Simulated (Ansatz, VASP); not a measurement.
# One calculation of Sn, two programs

```
Sn
1.0
     3.32907    0.00000    0.00000
    -1.66454    2.88306    0.00000
     0.00000    0.00000    5.47160
Sn
2
Direct
  0.33333 0.66667 0.25000
  0.66667 0.33333 0.75000
```

Alike in both runs: functional PBEsol; k mesh 12 × 12 × 8; occupations gaussian, width 0.1 eV; no spin polarisation.

Ansatz relaxed the structure, and its values are those at the end. VASP's run is a single point on that final structure, the one shown.

```csv
,VASP,Ansatz
version,VASP 6.6.1,Ansatz 0.2.0
potentials or method,"VASP PAW PBE potentials, release 64 (Sn_d), cutoff 520 eV","scalar-relativistic, plane waves, PAW"
valence electrons in the cell,28,28
```

VASP gave:

* gap on the k mesh at the Fermi level (eV): none
* pressure (GPa): -0.1

Which values does Ansatz return?

gap on the k mesh at the Fermi level (eV): none; pressure (GPa): 0.0.

VASP's potentials were made for PBE, not for PBEsol. A gap of «none» marks a metal or a gap that the smearing closes.
